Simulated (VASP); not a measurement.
Input of a VASP 6.6.1 run:

INCAR

```
PREC = Accurate
ENCUT = 520
EDIFF = 1E-7
ISMEAR = -1
SIGMA = 0.02
LREAL = F
LASPH = T
NELM = 60
ALGO = Normal
ISIF = 2
LWAVE = F
LCHARG = F
GGA = PS
NBANDS = 27
```

KPOINTS

```
Automatic mesh
0
Gamma
  6 6 6
```

File POSCAR:

```
KTaO3
1.0
    3.9853150680      0.0000000000      0.0000000000
    0.0000000000      3.9853150680      0.0000000000
    0.0000000000      0.0000000000      3.9853150680
K Ta O
1 1 3
Direct
    0.0000000000      0.0000000000      0.0000000000
    0.5000000000      0.5000000000      0.5000000000
    0.5000000000      0.5000000000      0.0000000000
    0.5000000000      0.0000000000      0.5000000000
    0.0000000000      0.5000000000      0.5000000000
```

Potentials or basis: VASP PAW PBE potentials, release 64 (K_sv, Ta_pv, O).

Command:

```console
$ cat potpaw_PBE.64/K_sv/POTCAR potpaw_PBE.64/Ta_pv/POTCAR potpaw_PBE.64/O/POTCAR > POTCAR
$ mpirun -np 1 vasp_std > vasp.out
```

Predict the pressure.

0.7 GPa.

What does it give for the band gap on the k mesh?

2.09 eV, indirect (least direct gap 2.71 eV).

Caveat: the PAW data sets were made with another functional, which shifts forces and pressure a little; spin-orbit coupling is left out, which moves the levels of the heavy elements. A k mesh can miss the band edges.
